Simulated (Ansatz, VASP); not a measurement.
# One calculation of Be, two programs

File INCAR:

```
AGGAC = 1.0
AGGAX = 1.0
ALDAC = 0.0
ALDAX = 1.0
ALGO = Normal
EDIFF = 1E-7
ENCUT = 520
GGA = B5
ISIF = 2
ISMEAR = -1
LASPH = T
LCHARG = F
LREAL = F
LWAVE = F
NBANDS = 9
NELM = 60
PREC = Accurate
SIGMA = 0.1
```

Contents of KPOINTS:

```
k-points
0
Gamma
  12 12 12
```

POSCAR

```
Be
1.0
    0.0000000000      2.3820371563      2.3820371563
    2.3820371563      0.0000000000      2.3820371563
    2.3820371563      2.3820371563      0.0000000000
Be
2
Direct
    0.1250000000      0.1250000000      0.1250000000
    0.8750000000      0.8750000000      0.8750000000
```

Input for Ansatz:

```yaml
crystal:
  lattice:
    - [0.0, 2.3820371563, 2.3820371563]
    - [2.3820371563, 0.0, 2.3820371563]
    - [2.3820371563, 2.3820371563, 0.0]
  atoms:
    - { symbol: Be, position: [0.125, 0.125, 0.125] }
    - { symbol: Be, position: [0.875, 0.875, 0.875] }
hamiltonian:
  xc: blyp
  pseudopotentials:
    kind: paw
    azcp:
      Be: "pseudopotentials/Be.paw.azcp"
basis:
  ecutwfc: 420
  fft_grid_basis: typed
kpoints:
  mp_grid: { grid: [12, 12, 12], shift: [0, 0, 0] }
magnetization:
  spin_polarized: false
scf:
  occupations: { method: fermi_dirac, width: 0.1 }
  lower_state_search: "off"
output:
  stress: true
```

Alike in both runs: task single point; functional BLYP; k mesh 12 × 12 × 12; occupations fermi-dirac, width 0.1 eV; no spin polarisation.

|  | VASP | Ansatz |
| --- | --- | --- |
| version | VASP 6.6.1 | Ansatz 0.2.0 |
| potentials or method | VASP PAW PBE potentials, release 64 (Be), cutoff 520 eV | plane waves (420 eV) with PAW, scalar-relativistic |
| valence electrons in the cell | 4 | 4 |

Ansatz gave:

| Item | Value |
| --- | --- |
| pressure (GPa) | 6.1 |

Q: Estimate VASP's values.

A: Pressure (GPa): 6.2.

VASP's potentials were made for PBE, not for BLYP.
